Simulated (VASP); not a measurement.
A run of VASP 6.6.1:

The input POSCAR:

```
Hg4Pt
1.0
   -3.2436134431      3.2436134431      3.2436134431
    3.2436134431     -3.2436134431      3.2436134431
    3.2436134431      3.2436134431     -3.2436134431
Hg Pt
4 1
Direct
    0.5000000000      0.5000000000      0.5000000000
    0.5000000000      0.0000000000      0.0000000000
    0.0000000000      0.0000000000      0.5000000000
    0.0000000000      0.5000000000      0.0000000000
    0.0000000000      0.0000000000      0.0000000000
```

Contents of INCAR.step1:

```
SYSTEM = Hg4Pt
PREC = Accurate
ENCUT = 520
ISMEAR = 0
SIGMA = 0.1
LREAL = .False.
LASPH = .True.
NELM = 80
NBANDS = 37
GGA = PE
ALGO = Normal
EDIFF = 1E-4
LWAVE = .True.
LCHARG = .False.
```

The input INCAR.step2:

```
SYSTEM = Hg4Pt
PREC = Accurate
ENCUT = 520
EDIFF = 1E-6
ISMEAR = 0
SIGMA = 0.1
LREAL = .False.
LASPH = .True.
NELM = 80
ALGO = Normal
ISIF = 2
LWAVE = .False.
LCHARG = .False.
METAGGA = R2SCAN
LMIXTAU = .True.
NBANDS = 37
ISTART = 1
```

The input KPOINTS:

```
regular mesh
0
Gamma
  8 8 8
  0 0 0
```

Potentials or basis: VASP PAW PBE potentials, release 64 (Hg, Pt).

Run with:

```console
$ cat potpaw_PBE.64/Hg/POTCAR potpaw_PBE.64/Pt/POTCAR > POTCAR
$ cp INCAR.step1 INCAR
$ mpirun -np 1 vasp_std > vasp.out
$ cp INCAR.step2 INCAR
$ mpirun -np 1 vasp_std > vasp.out
```

Hardware: 1 thread of Intel(R) Xeon(R) 6975P-C (Granite Rapids), on a shared host.

Task: Estimate the wall time of this run.

Result: Wall time 3.8 min on 1 thread of Intel(R) Xeon(R) 6975P-C (Granite Rapids), on a shared host, peak memory 0.36 GiB. Counts: k points 29.
